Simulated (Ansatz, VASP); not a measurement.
## Al3P2 in VASP and in Ansatz

File INCAR:

```
  PREC = Accurate
  ENCUT = 520
  EDIFF = 1E-6
  ISMEAR = 0
  SIGMA = 0.1
  LREAL = F
  LASPH = T
  NELM = 80
  ALGO = Normal
  ISIF = 2
  LWAVE = F
  LCHARG = F
  GGA = PE
  NBANDS = 18
```

File KPOINTS:

```
Automatic mesh
0
Gamma
  4 4 4
```

The input POSCAR:

```
Al3P2
1.0
    3.9127807400      0.0000000000      0.0000000000
    0.0000000000      3.9127807400      0.0000000000
    0.0000000000      0.0000000000      6.3462642700
Al P
3 2
Direct
    0.5000000000      0.5000000000      0.0000000000
    0.0000000000      0.0000000000      0.2297547200
    0.0000000000      0.0000000000      0.7702452800
    0.0000000000      0.5000000000      0.5000000000
    0.5000000000      0.0000000000      0.5000000000
```

Input for Ansatz:

```yaml
crystal:
  lattice:
    - [3.91278074, 0.0, 0.0]
    - [0.0, 3.91278074, 0.0]
    - [0.0, 0.0, 6.34626427]
  atoms:
    - { symbol: Al, position: [0.5, 0.5, 0.0] }
    - { symbol: Al, position: [0.0, 0.0, 0.22975472] }
    - { symbol: Al, position: [0.0, 0.0, 0.77024528] }
    - { symbol: P, position: [0.0, 0.5, 0.5] }
    - { symbol: P, position: [0.5, 0.0, 0.5] }
basis:
  ecutwfc: 420
kpoints:
  mp_grid: { grid: [4, 4, 4] }
hamiltonian:
  xc: pbe
scf:
  occupations: { method: gaussian, width: 0.1 }
  lower_state_search: "off"
output:
  forces: true
  stress: true
  eigenvalues: true
```

Alike in both runs: task single point; functional PBE; k mesh 4 × 4 × 4; occupations gaussian, width 0.1 eV; no spin polarisation.

|  | VASP | Ansatz |
| --- | --- | --- |
| version | VASP 6.6.1 | Ansatz 0.2.0 |
| potentials or method | VASP PAW PBE potentials, release 64 (Al, P), cutoff 520 eV | scalar-relativistic, plane waves, PAW |
| valence electrons in the cell | 19 | 19 |

VASP gave:

* gap on the k mesh at the Fermi level (eV): none
* pressure (GPa): -4.4
* traceless stress, the component that is largest in VASP (GPa): 1.11
* rms of the force components (eV/Å): 0.199

Problem. Which values does Ansatz return?

Solution. gap on the k mesh at the Fermi level (eV): none; pressure (GPa): -4.3; traceless stress, the component that is largest in VASP (GPa): 1.06; rms of the force components (eV/Å): 0.200.

Atom by atom the forces differ by 0.001 eV/Å (rms over components). A gap of «none» marks a metal or a gap that the smearing closes. The functional is the same, so the differences come from potentials, cutoffs and numerics.

The k mesh is coarse, so the values compare programs but aren't converged.
